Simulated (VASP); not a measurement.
# GaN (F-43m) in VASP: further runs, part 2 of 2

VASP 6.6.1. The steps go on from the part before.

## 3. Single point, LDA

This run uses another cell than the first one, of 10.18 Å³/atom, 0.921 times its volume.

The input, INCAR:

```
SYSTEM = GaN
  PREC = Accurate
  ENCUT = 520
  EDIFF = 1E-6
  ISMEAR = 0
  SIGMA = 0.01
  LREAL = .False.
  LASPH = .True.
  NELM = 100
  ALGO = Normal
  ISIF = 2
  LWAVE = .False.
  LCHARG = .False.
  GGA = CA
  NBANDS = 16
```

The input, KPOINTS:

```
regular mesh
0
Gamma
  10 10 10
  0 0 0
```

The input, POSCAR:

```
GaN
1.0
    0.0000000000      2.1671959118      2.1671959118
    2.1671959118      0.0000000000      2.1671959118
    2.1671959118      2.1671959118      0.0000000000
Ga N
1 1
Direct
    0.0000000000      0.0000000000      0.0000000000
    0.7500000000      0.7500000000      0.7500000000
```

Potentials or basis: VASP PAW LDA potentials, release 64 (Ga_d, N).

Started as:

```sh
$ cat potpaw_LDA.64/Ga_d/POTCAR potpaw_LDA.64/N/POTCAR > POTCAR
$ mpirun -np 1 vasp_std > vasp.out
```

OUTCAR:

```text
SYSTEM = GaN
   PREC = Accurate
   ENCUT = 520
   EDIFF = 1E-6
   ISMEAR = 0
   LREAL = .False.
   LASPH = .True.
   NELM = 100
   ISIF = 2
   GGA = CA

 ion  position               nearest neighbor table
   1  0.000  0.000  0.000-   2 1.88   2 1.88   2 1.88   2 1.88
   2  0.750  0.750  0.750-   1 1.88   1 1.88   1 1.88   1 1.88

  LATTYP: Found a face centered cubic cell.
 ALAT       =     4.3343918236

  Lattice vectors:

 A1 = (   0.0000000000,   2.1671959118,   2.1671959118)
 A2 = (   2.1671959118,   0.0000000000,   2.1671959118)
 A3 = (   2.1671959118,   2.1671959118,   0.0000000000)

Analysis of symmetry for initial positions (statically):
=====================================================================
 Subroutine PRICEL returns:
 Original cell was already a primitive cell.

 Routine SETGRP: Setting up the symmetry group for a
 face centered cubic supercell.

 Subroutine GETGRP returns: Found 24 space group operations
 (whereof 24 operations were pure point group operations)
 out of a pool of 48 trial point group operations.

The static configuration has the point symmetry T_d .

Analysis of symmetry for dynamics (positions and initial velocities):
=====================================================================
 Subroutine PRICEL returns:
 Original cell was already a primitive cell.

 Routine SETGRP: Setting up the symmetry group for a
 face centered cubic supercell.

 Subroutine GETGRP returns: Found 24 space group operations
 (whereof 24 operations were pure point group operations)
 out of a pool of 48 trial point group operations.

The dynamic configuration has the point symmetry T_d .

 Subroutine INISYM returns: Found 24 space group operations
 (whereof 24 operations are pure point group operations),
 and found     1 'primitive' translations
[... 103 lines left out ...]
   POTIM  = 0.5000    time-step for ionic-motion
   TEBEG  =    0.0;   TEEND  =   0.0 temperature during run
   PSTRESS=    0.0 pullay stress
   NELECT =      18.0000    total number of electrons
   NUPDOWN=      -1.0000    fix difference up-down
   EMIN   =  10.00;   EMAX   =-10.00  energy-range for DOS
   EFERMI =   0.00;   METHOD = LEGACY
   ISMEAR =     0;   SIGMA  =   0.01  broadening in eV -4-tet -1-fermi 0-gaus
   EFERMI_NEDOS =   21; number of points for ismear=-14 and -15
   IALGO  =     38    algorithm
   IMIX   =      4    mixing-type and parameters
     AMIX     =   0.40;   BMIX     =  1.00
     AMIX_MAG =   1.60;   BMIX_MAG =  1.00
  volume/ion in A,a.u.               =      10.18        68.69
  Fermi-wavevector in a.u.,A,eV,Ry     =   1.571294  2.969315 33.592313  2.468965
  Thomas-Fermi vector in A             =   2.672900
   LORBIT       =      0    0 simple, 1 ext, 2 COOP (PROOUT), +10 PAW based schemes
   GGA     = CA    functional components
   LHFCALC =     F    Hartree Fock is set to
   AEXX    =    0.0000 exact exchange contribution
   IVDW    =     0    specifies the selected vdW correction
   LEPSILON=     F    determine dielectric tensor
   LRPA    =     F    only Hartree local field effects (RPA)
 non-spin polarized calculation
 Gauss-broadening in eV      SIGMA  =   0.01
  energy-cutoff  :      520.00
  volume of cell :       20.36
 maximum number of plane-waves:       568
   NGX = 11   NGY = 11   NGZ = 11

 number of electron      17.9999989 magnetization

 Free energy of the ion-electron system (eV)
  ---------------------------------------------------
  ext. energy  EPLUGINS =         0.00000000
  ---------------------------------------------------
  free energy    TOTEN  =       -13.82681472 eV

  energy without entropy =      -13.82681472  energy(sigma->0) =      -13.82681472

 E-fermi :   6.4614     XC(G=0): -12.7571

 val. band max:        6.4124771791   @ k =   0.0000   0.0000   0.0000
 cond. band min:       8.9193899379   @ k =   0.0000   0.0000   0.0000
 fundamental gap:      2.5069127588
 Fermi energy:         6.4614174154

 k-point     1 :       0.0000    0.0000    0.0000
  band No.  band energies     occupation
      1     -10.4788      2.00000
      2      -7.3152      2.00000
      3      -7.3152      2.00000
      4      -7.3152      2.00000
      5      -6.8597      2.00000
      6      -6.8597      2.00000
[... 433 lines left out ...]
      3      -7.0030      2.00000
      4      -6.9997      2.00000
      5      -6.7760      2.00000
      6      -5.9806      2.00000
[... 8 lines left out ...]
     15      30.0325      0.00000
     16      30.5235      0.00000

 [... further k-points ...]
[... 5 lines left out ...]
  --------------------------------------------------------------------------------------
  -------------------------------------------------------------------------------------
  Total        2.7303854      2.7303854      2.7303854     -0.0000000      0.0000000     -0.0000000
  in kB      214.8869381    214.8869381    214.8869381     -0.0000000      0.0000000     -0.0000000
  external PRESSURE =     214.8869381 kB  Pullay stress =       0.0000000 kB

 VOLUME and BASIS-vectors are now :
 -----------------------------------------------------------------------------
  energy-cutoff  :      520.00
  volume of cell :       20.36
      direct lattice vectors                 reciprocal lattice vectors
     0.000000000  2.167195912  2.167195912    -0.230712875  0.230712875  0.230712875
     2.167195912  0.000000000  2.167195912     0.230712875 -0.230712875  0.230712875
     2.167195912  2.167195912  0.000000000     0.230712875  0.230712875 -0.230712875

 POSITION                                       TOTAL-FORCE (eV/Angst)
 -----------------------------------------------------------------------------------
      0.00000      0.00000      0.00000         0.000000      0.000000      0.000000
      3.25079      3.25079      3.25079        -0.000000     -0.000000     -0.000000
 -----------------------------------------------------------------------------------
    total drift:                               -0.000002     -0.000002     -0.000002

  FREE ENERGIE OF THE ION-ELECTRON SYSTEM (eV)
  ---------------------------------------------------
  free  energy   TOTEN  =       -13.8268147181 eV

  energy  without entropy=      -13.8268147181  energy(sigma->0) =      -13.82681472
```

Wall time 9.8 s (1 thread of Intel Xeon 6975P-C, shared host); peak memory 0.14 GiB.

Results:

```
Free energy            : -13.8268 eV
Pressure               : 21.5 GPa
Band gap on the k mesh : 2.51 eV, direct
```

Levels at points of the mesh, in eV from the valence-band top:
| k point | band 7 | band 8 | band 9 | band 10 | band 11 | band 12 |
| --- | --- | --- | --- | --- | --- | --- |
| (0.00, 0.00, 0.00) | 0.00 | 0.00 | 0.00 | 2.51 | 10.85 | 10.85 |
| (0.50, 0.00, 0.00) | -7.95 | -1.14 | -1.14 | 5.36 | 9.17 | 10.81 |
| (0.50, 0.50, 0.00) | -6.71 | -3.18 | -3.18 | 3.28 | 7.14 | 12.39 |

LDA gaps usually lie below the measured ones, often by a third to a half.

## 4. Relaxation of cell and atoms, LDA, target pressure 20 GPa, at which the enthalpy is minimised

The input, INCAR:

```
SYSTEM = GaN
PREC = Accurate ; ENCUT = 600
EDIFF = 1E-6 ; ISMEAR = 0
SIGMA = 0.01 ; LREAL = .False.
LASPH = .True. ; NELM = 100
ALGO = Normal ; ISIF = 3
LWAVE = .False. ; LCHARG = .False.
IBRION = 2 ; NSW = 80
EDIFFG = -0.001 ; PSTRESS = 200.0
```

The input, KPOINTS:

```
Automatic mesh
0
Gamma
  10 10 10
  0 0 0
```

The input, POSCAR:

```
GaN
1.0
    0.0000000000      2.2277008293      2.2277008293
    2.2277008293      0.0000000000      2.2277008293
    2.2277008293      2.2277008293      0.0000000000
Ga N
1 1
Direct
    0.0000000000      0.0000000000      0.0000000000
    0.7500000000      0.7500000000      0.7500000000
```

Started as:

```sh
$ cat potpaw_LDA.64/Ga_d/POTCAR potpaw_LDA.64/N/POTCAR > POTCAR
$ mpirun -np 1 vasp_std > vasp.out
```

Run time: 62 s. Hardware: 1 thread of Intel Xeon 6975P-C, shared host; peak memory 0.16 GiB.

It converged, with:

```
Free energy                                            : -13.8423 eV
Relaxed volume                                         : 10.23 Å³/atom
Relaxed cell                                           : a = 3.070 Å, b = 3.070 Å, c = 3.070 Å, α = 60.00°, β = 60.00°, γ = 60.00°
Space group after relaxing (to 0.05 Å)                 : F-43m (No. 216)
Energy change on relaxing (the enthalpy is what falls) : +50.9 meV/atom
Ionic steps                                            : 8
Pressure after relaxing                                : 20.0 GPa
Band gap on the k mesh                                 : 2.48 eV, direct
```

The path:
| step | energy change (eV) | largest force (eV/Å) | pressure (GPa) | volume (Å³) |
| --- | --- | --- | --- | --- |
| 1 | 0.0000 | 0.0000 | 1.00 | 22.11 |
| 2 | 0.6599 | 0.0000 | 62.53 | 18.18 |
| 3 | 0.0958 | 0.0000 | 19.36 | 20.50 |
| 4 | 0.1007 | 0.0000 | 19.90 | 20.46 |
| 5 | 0.1048 | 0.0000 | 20.34 | 20.43 |
| 6 | 0.0978 | 0.0000 | 19.41 | 20.49 |
| 7 | 0.1020 | 0.0000 | 20.03 | 20.45 |
| 8 | 0.1018 | 0.0000 | 20.01 | 20.45 |

Final structure:
```
CELL_PARAMETERS angstrom
0.00000 2.17063 2.17063
2.17063 0.00000 2.17063
2.17063 2.17063 0.00000
ATOMIC_POSITIONS crystal
Ga 0.00000 0.00000 0.00000
N 0.75000 0.75000 0.75000
```

Levels at points of the mesh, in eV from the valence-band top:
| k point | band 6 | band 7 | band 8 | band 9 | band 10 | band 11 | band 12 | band 13 |
| --- | --- | --- | --- | --- | --- | --- | --- | --- |
| (0.00, 0.00, 0.00) | -13.27 | 0.00 | 0.00 | 0.00 | 2.48 | 10.82 | 10.82 | 10.82 |
| (0.50, 0.00, 0.00) | -11.89 | -7.91 | -1.13 | -1.13 | 5.32 | 9.15 | 10.78 | 10.78 |
| (0.50, 0.50, 0.00) | -11.44 | -6.69 | -3.16 | -3.16 | 3.27 | 7.12 | 12.35 | 14.96 |

Caveat: the cell is relaxed towards a set pressure, so the enthalpy falls and the energy may rise. As with any semilocal functional, this LDA gap is likely too small.

## 5. Single point, LDA

This run uses another cell than the first one, of 9.85 Å³/atom, 0.891 times its volume.

The input, INCAR:

```
SYSTEM = GaN
  ALGO = Normal
  EDIFF = 1E-6
  ENCUT = 520
  GGA = CA
  ISIF = 2
  ISMEAR = 0
  LASPH = .TRUE.
  LCHARG = .FALSE.
  LREAL = .FALSE.
  LWAVE = .FALSE.
  NBANDS = 16
  NELM = 100
  PREC = Accurate
  SIGMA = 0.01
```

The input, KPOINTS:

```
k-points
0
G
  10 10 10
  0 0 0
```

The input, POSCAR:

```
GaN
1.0
    0.0000000000      2.1435843763      2.1435843763
    2.1435843763      0.0000000000      2.1435843763
    2.1435843763      2.1435843763      0.0000000000
Ga N
1 1
Direct
    0.0000000000      0.0000000000      0.0000000000
    0.7500000000      0.7500000000      0.7500000000
```

Started as:

```sh
$ cat potpaw_LDA.64/Ga_d/POTCAR potpaw_LDA.64/N/POTCAR > POTCAR
$ mpirun -np 1 vasp_std > vasp.out
```

Run time: 9.2 s. Hardware: 1 thread of AMD EPYC 9R45 (Zen 5), shared host; peak memory 0.1 GiB.

It converged, with:

```
Free energy            : -13.7177 eV
Pressure               : 31.5 GPa
Band gap on the k mesh : 2.72 eV, direct
```

Levels at points of the mesh, in eV from the valence-band top:
```csv
k point,band 7,band 8,band 9,band 10,band 11,band 12
"(0.00, 0.00, 0.00)",0.00,0.00,0.00,2.72,11.05,11.05
"(0.50, 0.00, 0.00)",-8.20,-1.19,-1.19,5.59,9.32,10.97
"(0.50, 0.50, 0.00)",-6.86,-3.32,-3.32,3.28,7.32,12.67
```

As with any semilocal functional, this LDA gap is likely too small.

## 6. Single point, LDA

This run uses another cell than the first one, of 9.85 Å³/atom, 0.891 times its volume.

The input, INCAR:

```
ALGO = Normal ; EDIFF = 1E-6
ENCUT = 520 ; ISIF = 2
ISMEAR = 0 ; LASPH = True
LCHARG = False ; LREAL = False
LWAVE = False ; NBANDS = 16
NELM = 80 ; PREC = Accurate
SIGMA = 0.01
```

The input, KPOINTS:

```
k-points
0
Gamma
  10 10 10
```

The input, POSCAR:

```
GaN
1.0
    0.0000000000      2.1435692884      2.1435692884
    2.1435692884      0.0000000000      2.1435692884
    2.1435692884      2.1435692884      0.0000000000
Ga N
1 1
Direct
    0.0000000000      0.0000000000      0.0000000000
    0.7500000000      0.7500000000      0.7500000000
```

Potentials or basis: VASP PAW LDA potentials, release 64 (Ga_d, N).

Started as:

```sh
$ cat potpaw_LDA.64/Ga_d/POTCAR potpaw_LDA.64/N/POTCAR > POTCAR
$ mpirun -np 1 vasp_std > vasp.out
```

Wall time 9.2 s (1 thread of AMD EPYC 9R45 (Zen 5), shared host); peak memory 0.1 GiB.

The run converged. Its results:

| Quantity | Value |
| --- | --- |
| Free energy | -13.7176 eV |
| Pressure | 31.5 GPa |
| Band gap on the k mesh | 2.72 eV, direct |

Levels at points of the mesh, in eV from the valence-band top:
```
           k point  band 6  band 7  band 8  band 9  band 10  band 11  band 12  band 13
(0.00, 0.00, 0.00)  -13.30    0.00    0.00    0.00     2.72    11.05    11.05    11.05
(0.50, 0.00, 0.00)  -11.91   -8.20   -1.19   -1.19     5.59     9.32    10.97    10.97
(0.50, 0.50, 0.00)  -11.47   -6.86   -3.32   -3.32     3.28     7.32    12.67    15.38
```

A hybrid or GW would open this gap; LDA tends to underestimate it.

## 7. The runs side by side

```tsv
task	cell	cutoff (eV)	gap on the mesh (eV)	pressure (GPa)
relaxation of cell and atoms	relaxed to 50 GPa from a = 3.150 Å, angles 60.0°, 2 atoms	600	3.04	50.0
single point	a = 3.065 Å, angles 60.0°, 2 atoms	520	2.51	21.5
relaxation of cell and atoms	relaxed to 20 GPa from a = 3.150 Å, angles 60.0°, 2 atoms	600	2.48	20.0
single point	a = 3.031 Å, angles 60.0°, 2 atoms	520	2.72	31.5
```

Alike in all rows: level LDA; potentials or basis VASP PAW LDA potentials, release 64 (Ga_d, N); no spin polarisation; k mesh 10 × 10 × 10; smearing gaussian 0.01 eV.

Caveats: the cell is relaxed towards a set pressure, so the enthalpy falls and the energy may rise (some runs); the volume moved by over 15 % at a fixed basis, so the end points are rough (some runs).

Total energies depend on the potentials used, so only differences within one code and one set of settings carry meaning.
